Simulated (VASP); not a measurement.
# BaTiO3 (R3m) in VASP: single point with PBE

Aim: the single point of BaTiO3 with PBE.

All numbers are computed with VASP 6.6.1; they aren't measurements. Logs are shortened: lines on timing, memory, paths and dates and some standing lists are left out, and cuts for length are marked.

## (1) The cell of the first run

The structure is trigonal, space group R3m (No. 160). The conventional cell has a = 5.655 Å, b = 5.655 Å, c = 6.955 Å, α = 90.00°, β = 90.00°, γ = 120.00°. Within 3.6 Å of Ba (site symmetry 3m) lie 12 O at 2.77 to 2.91 Å and 8 Ti at 3.40 to 3.56 Å. Ti (site symmetry 3m) has 6 O at 1.88 to 2.13 Å within 2.5 Å. Within 2.5 Å of O (site symmetry m) lie 2 Ti at 1.88 to 2.13 Å.

## (2) Single point, PBE

INCAR

```
SYSTEM = BaTiO3
PREC = Accurate ; ENCUT = 1340
EDIFF = 1E-6 ; ISMEAR = -1
SIGMA = 0.02 ; LREAL = .FALSE.
LASPH = .TRUE. ; NELM = 120
ALGO = Normal ; ISIF = 2
LWAVE = .FALSE. ; LCHARG = .FALSE.
GGA = PE ; NBANDS = 28
GGA_COMPAT = .FALSE.
```

KPOINTS

```
regular mesh
0
G
  5 5 5
  0 0 0
```

POSCAR

```
BaTiO3
1.0
    2.8273666084      1.6323808724      2.3183934932
   -2.8273666084      1.6323808724      2.3183934932
    0.0000000000     -3.2647617449      2.3183934932
Ba Ti O
1 1 3
Direct
   -0.0024129777     -0.0024129777     -0.0024129777
    0.4857229253      0.4857229253      0.4857229253
    0.5097979682      0.5097979682      0.0162941160
    0.0162941160      0.5097979682      0.5097979682
    0.5097979682      0.0162941160      0.5097979682
```

Potentials or basis: VASP PAW PBE potentials, release 64 (Ba_sv, Ti_sv, O_h).

Launch:

```console
$ cat potpaw_PBE.64/Ba_sv/POTCAR potpaw_PBE.64/Ti_sv/POTCAR potpaw_PBE.64/O_h/POTCAR > POTCAR
$ mpirun -np 1 vasp_std > vasp.out
```

OUTCAR:

```text
SYSTEM = BaTiO3
   PREC = Accurate
   ENCUT = 1340
   EDIFF = 1E-6
   ISMEAR = -1
   LREAL = .FALSE.
   LASPH = .TRUE.
   NELM = 120
   ISIF = 2
   GGA = PE

 ion  position               nearest neighbor table
   1  0.998  0.998  0.998-   3 2.77   4 2.77   5 2.77   4 2.83   5 2.83   5 2.83   4 2.83   3 2.83
                             3 2.83   3 2.91   4 2.91   5 2.91   2 3.40   2 3.44   2 3.44   2 3.44
   2  0.486  0.486  0.486-   4 1.88   5 1.88   3 1.88   5 2.13   4 2.13   3 2.13   1 3.40   1 3.44
                             1 3.44   1 3.44   1 3.49   1 3.49   1 3.49   1 3.56
   3  0.510  0.510  0.016-   2 1.88   2 2.13   1 2.77   1 2.83   1 2.83   1 2.91
   4  0.016  0.510  0.510-   2 1.88   2 2.13   1 2.77   1 2.83   1 2.83   1 2.91
   5  0.510  0.016  0.510-   2 1.88   2 2.13   1 2.77   1 2.83   1 2.83   1 2.91

  LATTYP: Found a trigonal (rhomboedric) cell.
 ALAT       =     4.0042000000
 COS(alpha) =     0.0028448828

  Lattice vectors:

 A1 = (   2.8273666084,   1.6323808724,   2.3183934932)
 A2 = (  -2.8273666084,   1.6323808724,   2.3183934932)
 A3 = (   0.0000000000,  -3.2647617449,   2.3183934932)

Analysis of symmetry for initial positions (statically):
=====================================================================
 Subroutine PRICEL returns:
 Original cell was already a primitive cell.

 Routine SETGRP: Setting up the symmetry group for a
 trigonal (rhombohedral) supercell.

 Subroutine GETGRP returns: Found  6 space group operations
 (whereof  6 operations were pure point group operations)
 out of a pool of 12 trial point group operations.

The static configuration has the point symmetry C_3v.

Analysis of symmetry for dynamics (positions and initial velocities):
=====================================================================
 Subroutine PRICEL returns:
 Original cell was already a primitive cell.

 Routine SETGRP: Setting up the symmetry group for a
 trigonal (rhombohedral) supercell.

 Subroutine GETGRP returns: Found  6 space group operations
 (whereof  6 operations were pure point group operations)
 out of a pool of 12 trial point group operations.

The dynamic configuration has the point symmetry C_3v.

 Subroutine INISYM returns: Found  6 space group operations
 (whereof  6 operations are pure point group operations),
 and found     1 'primitive' translations

----------------------------------------------------------------------------------------

                                     Primitive cell

  volume of cell :      64.2010

  direct lattice vectors                    reciprocal lattice vectors
     2.827366608  1.632380872  2.318393493     0.176843002  0.102100355  0.143777721
    -2.827366608  1.632380872  2.318393493    -0.176843002  0.102100355  0.143777721
     0.000000000 -3.264761745  2.318393493     0.000000000 -0.204200710  0.143777721

  length of vectors
     4.004200000  4.004200000  4.004200000     0.249739791  0.249739791  0.249739791

  position of ions in fractional coordinates (direct lattice)
     0.997587022  0.997587022  0.997587022
     0.485722925  0.485722925  0.485722925
     0.509797968  0.509797968  0.016294116
     0.016294116  0.509797968  0.509797968
     0.509797968  0.016294116  0.509797968

  ion indices of the primitive-cell ions
   primitive index   ion index
                 1           1
                 2           2
                 3           3
                 4           4
                 5           5

----------------------------------------------------------------------------------------

 KPOINTS: regular mesh

Automatic generation of k-mesh.
 Grid dimensions read from file:
 generate k-points for:    5    5    5

 Generating k-lattice:

  Cartesian coordinates                     Fractional coordinates (reciprocal lattice)
     0.035368600  0.020420071  0.028755544     0.200000000  0.000000000  0.000000000
    -0.035368600  0.020420071  0.028755544     0.000000000  0.200000000  0.000000000
     0.000000000 -0.040840142  0.028755544     0.000000000  0.000000000  0.200000000

  Length of vectors
     0.049947958  0.049947958  0.049947958

  Shift w.r.t. Gamma in fractional coordinates (k-lattice)
     0.000000000  0.000000000  0.000000000

 Subroutine IBZKPT returns following result:
 ===========================================

 Found     19 irreducible k-points:

 Following reciprocal coordinates:
            Coordinates               Weight
  0.000000  0.000000  0.000000      1.000000
  0.200000  0.000000  0.000000      6.000000
  0.400000  0.000000  0.000000      6.000000
  0.200000  0.200000  0.000000      6.000000
  0.400000  0.200000  0.000000     12.000000
 -0.400000  0.200000  0.000000     12.000000
[... 11 lines left out ...]
  0.400000  0.400000  0.400000      2.000000
 -0.400000  0.400000  0.400000      6.000000
   k-points           NKPTS =     19   k-points in BZ     NKDIM =     19   number of bands    NBANDS=     28
   number of dos      NEDOS =    301   number of ions     NIONS =      5
   total plane-waves  NPLWV = 110592
   dimension x,y,z NGX =    48 NGY =   48 NGZ =   48
   dimension x,y,z NGXF=    96 NGYF=   96 NGZF=   96
   ions per type =               1   1   3
   NGX,Y,Z   is equivalent  to a cutoff of  19.93, 19.93, 19.93 a.u.
   NGXF,Y,Z  is equivalent  to a cutoff of  39.86, 39.86, 39.86 a.u.
 SYSTEM =  BaTiO3
   PREC   = accura    normal or accurate (medium, high low for compatibility)
   ISTART =      0    job   : 0-new  1-cont  2-samecut
   ICHARG =      2    charge: 1-file 2-atom 10-const
   ISPIN  =      1    spin polarized calculation?
   LNONCOLLINEAR =      F non collinear calculations
   LSORBIT =      F    spin-orbit coupling
   LASPH  =      T    aspherical Exc in radial PAW
   ENCUT  = 1340.0 eV  98.49 Ry    9.92 a.u.  11.95 11.95 11.95*2*pi/ulx,y,z
   NELM   =    120;   NELMIN=  2; NELMDL= -5     # of ELM steps
   EDIFF  = 0.1E-05   stopping-criterion for ELM
   LREAL  =      F    real-space projection
   EDIFFG = 0.1E-04   stopping-criterion for IOM
   NSW    =      0    number of steps for IOM
   IBRION =     -1    ionic relax: 0-MD 1-quasi-New 2-CG
   NFREE  =      0    steps in history (QN), initial steepest desc. (CG)
   ISIF   =      2    stress and relaxation
   ISYM   =      2    0-nonsym 1-usesym 2-fastsym
   POTIM  = 0.5000    time-step for ionic-motion
   TEBEG  =    0.0;   TEEND  =   0.0 temperature during run
   PSTRESS=    0.0 pullay stress
   NELECT =      40.0000    total number of electrons
   NUPDOWN=      -1.0000    fix difference up-down
   EMIN   =  10.00;   EMAX   =-10.00  energy-range for DOS
   EFERMI =   0.00;   METHOD = LEGACY
   ISMEAR =    -1;   SIGMA  =   0.02  broadening in eV -4-tet -1-fermi 0-gaus
   EFERMI_NEDOS =   21; number of points for ismear=-14 and -15
   IALGO  =     38    algorithm
   IMIX   =      4    mixing-type and parameters
     AMIX     =   0.40;   BMIX     =  1.00
     AMIX_MAG =   1.60;   BMIX_MAG =  1.00
  volume/ion in A,a.u.               =      12.84        86.65
  Fermi-wavevector in a.u.,A,eV,Ry     =   1.398237  2.642285 26.600301  1.955067
  Thomas-Fermi vector in A             =   2.521415
   LORBIT       =      0    0 simple, 1 ext, 2 COOP (PROOUT), +10 PAW based schemes
   GGA     = PE    functional components
   LHFCALC =     F    Hartree Fock is set to
   AEXX    =    0.0000 exact exchange contribution
   IVDW    =     0    specifies the selected vdW correction
   LEPSILON=     F    determine dielectric tensor
   LRPA    =     F    only Hartree local field effects (RPA)
 non-spin polarized calculation
  energy-cutoff  :     1340.00
  volume of cell :       64.20
 maximum number of plane-waves:      7168
   NGX = 23   NGY = 23   NGZ = 23

 number of electron      40.0000001 magnetization

 Free energy of the ion-electron system (eV)
  ---------------------------------------------------
  ext. energy  EPLUGINS =         0.00000000
  ---------------------------------------------------
  free energy    TOTEN  =       -40.02460876 eV

  energy without entropy =      -40.02460876  energy(sigma->0) =      -40.02460876

 E-fermi :   4.5164     XC(G=0): -11.2413

 val. band max:        4.0145202839   @ k =   0.4000   0.4000   0.4000
 cond. band min:       6.4521891490   @ k =   0.0000   0.0000   0.0000
 fundamental gap:      2.4376688651
 Fermi energy:         4.5163797230

 k-point     1 :       0.0000    0.0000    0.0000
  band No.  band energies     occupation
      1     -52.2040      2.00000
      2     -28.4531      2.00000
      3     -28.4531      2.00000
      4     -28.4518      2.00000
      5     -20.6678      2.00000
      6     -12.7030      2.00000
[... 20 lines left out ...]
     27       9.2122      0.00000
     28      11.4969      0.00000

 k-point     2 :       0.2000    0.0000    0.0000
  band No.  band energies     occupation
      1     -52.2036      2.00000
      2     -28.4711      2.00000
      3     -28.4524      2.00000
      4     -28.4515      2.00000
      5     -20.6276      2.00000
      6     -12.7408      2.00000
[... 20 lines left out ...]
     27       9.9531      0.00000
     28      12.4148      0.00000

 k-point     3 :       0.4000    0.0000    0.0000
  band No.  band energies     occupation
      1     -52.2030      2.00000
      2     -28.5004      2.00000
      3     -28.4512      2.00000
      4     -28.4503      2.00000
      5     -20.5608      2.00000
      6     -12.8972      2.00000
[... 20 lines left out ...]
     27      11.4312      0.00000
     28      12.4180      0.00000

 k-point     4 :       0.2000    0.2000    0.0000
  band No.  band energies     occupation
      1     -52.2033      2.00000
      2     -28.4702      2.00000
      3     -28.4701      2.00000
      4     -28.4512      2.00000
      5     -20.5925      2.00000
      6     -12.6953      2.00000
[... 20 lines left out ...]
     27      10.6766      0.00000
     28      12.5455      0.00000

 k-point     5 :       0.4000    0.2000    0.0000
  band No.  band energies     occupation
      1     -52.2027      2.00000
      2     -28.4992      2.00000
      3     -28.4687      2.00000
      4     -28.4501      2.00000
      5     -20.5338      2.00000
      6     -12.7373      2.00000
[... 20 lines left out ...]
     27      12.1561      0.00000
     28      12.9602      0.00000

 k-point     6 :      -0.4000    0.2000    0.0000
  band No.  band energies     occupation
      1     -52.2027      2.00000
      2     -28.4993      2.00000
      3     -28.4686      2.00000
      4     -28.4501      2.00000
      5     -20.5334      2.00000
      6     -12.7389      2.00000
[... 308 lines left out ...]
      5     -20.5077      2.00000
      6     -12.5741      2.00000
[... 20 lines left out ...]
     27      12.1078      0.00000
     28      12.6783      0.00000

 k-point    17 :      -0.4000   -0.4000    0.2000
  band No.  band energies     occupation
      1     -52.2018      2.00000
      2     -28.4968      2.00000
      3     -28.4961      2.00000
      4     -28.4666      2.00000
      5     -20.4652      2.00000
      6     -12.2941      2.00000
[... 20 lines left out ...]
     27      12.4370      0.00000
     28      12.7738      0.00000

 k-point    18 :       0.4000    0.4000    0.4000
  band No.  band energies     occupation
      1     -52.2013      2.00000
      2     -28.4954      2.00000
      3     -28.4954      2.00000
      4     -28.4941      2.00000
      5     -20.4269      2.00000
      6     -12.0056      2.00000
[... 20 lines left out ...]
     27      12.0520      0.00000
     28      12.0520      0.00000

 k-point    19 :      -0.4000    0.4000    0.4000
  band No.  band energies     occupation
      1     -52.2013      2.00000
      2     -28.4961      2.00000
      3     -28.4954      2.00000
      4     -28.4934      2.00000
      5     -20.4267      2.00000
      6     -11.9974      2.00000
[... 20 lines left out ...]
     27      11.9896      0.00000
     28      12.0823      0.00000

------------------------ aborting loop because EDIFF is reached ----------------------------------------

  FORCE on cell =-STRESS in cart. coord.  units (eV):
  Direction    XX          YY          ZZ          XY          YZ          ZX
  --------------------------------------------------------------------------------------
  -------------------------------------------------------------------------------------
  Total        2.4386181      2.4386181      2.4400331      0.0000000     -0.0000000      0.0000000
  in kB       60.8572544     60.8572543     60.8925660      0.0000000     -0.0000000      0.0000000
  external PRESSURE =      60.8690249 kB  Pullay stress =       0.0000000 kB

 VOLUME and BASIS-vectors are now :
 -----------------------------------------------------------------------------
  energy-cutoff  :     1340.00
  volume of cell :       64.20
      direct lattice vectors                 reciprocal lattice vectors
     2.827366608  1.632380872  2.318393493     0.176843002  0.102100355  0.143777721
    -2.827366608  1.632380872  2.318393493    -0.176843002  0.102100355  0.143777721
     0.000000000 -3.264761745  2.318393493     0.000000000 -0.204200710  0.143777721

 POSITION                                       TOTAL-FORCE (eV/Angst)
 -----------------------------------------------------------------------------------
      0.00000     -0.00000      6.93840         0.000000     -0.000000      0.036723
      0.00000     -0.00000      3.37829         0.000000     -0.000000      0.024573
      0.00000      1.61117      2.40160         0.000000      0.005261     -0.020432
     -1.39532     -0.80559      2.40160        -0.004557     -0.002631     -0.020432
      1.39532     -0.80559      2.40160         0.004557     -0.002631     -0.020432
 -----------------------------------------------------------------------------------
    total drift:                                0.000000     -0.000000     -0.000152

  FREE ENERGIE OF THE ION-ELECTRON SYSTEM (eV)
  ---------------------------------------------------
  free  energy   TOTEN  =       -40.0246087572 eV

  energy  without entropy=      -40.0246087572  energy(sigma->0) =      -40.02460876
```

It took 3 min on 1 thread of Intel Xeon 6975P-C (Granite Rapids), shared host; peak memory 0.41 GiB.

What came out:

```yaml
Free_energy: -40.0246 eV
Pressure: 6.1 GPa
Largest_force: 0.037 eV/Å
Band_gap_on_the_k_mesh: 2.44 eV (least direct gap 2.70 eV)
```

Forces on the atoms (eV/Å):
```
Ba   0.000  0.000  0.037
Ti   0.000  0.000  0.025
O    0.000  0.005 -0.020
O   -0.005 -0.003 -0.020
O    0.005 -0.003 -0.020
```

Caveat: the cell stands under pressure; spin-orbit coupling is left out, which moves the levels of the heavy elements.
